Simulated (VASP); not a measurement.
Input of a VASP 6.6.1 run:

Contents of INCAR:

```
SYSTEM = Zr
ALGO = Normal ; EDIFF = 1E-6
ENCUT = 520 ; ISIF = 2
ISMEAR = -1 ; LASPH = .TRUE.
LCHARG = .TRUE. ; LELF = .TRUE.
LREAL = .FALSE. ; LVHAR = .TRUE.
LWAVE = .FALSE. ; NBANDS = 19
NELM = 60 ; PREC = Accurate
SIGMA = 0.03
```

File KPOINTS:

```
k-points
0
G
  13 13 7
  0 0 0
```

File POSCAR:

```
Zr
1.0
    3.2319982225      0.0000000000      0.0000000000
   -1.6159991112      2.7989925656      0.0000000000
    0.0000000000      0.0000000000      5.0955300000
Zr
2
Direct
    0.3333333333      0.6666666667      0.2500000000
    0.6666666667      0.3333333333      0.7500000000
```

Potentials or basis: VASP PAW LDA potentials, release 64 (Zr_sv).

The run is started by

```console
$ cat potpaw_LDA.64/Zr_sv/POTCAR > POTCAR
$ mpirun -np 1 vasp_std > vasp.out
```

**Question.** Predict the pressure.

**Answer.** -5.1 GPa.

**Question.** Predict the band gap on the k mesh.

**Answer.** Zero (band 12 reaches 9.87 eV, above the bottom of band 13 at 8.70 eV).

Stress tensor (GPa, compression positive):
```
-5.68  0.00  0.00
 0.00 -5.68  0.00
 0.00  0.00 -4.07
```

Caveat: the cell differs from its parent crystal (zz strain of -1 %).
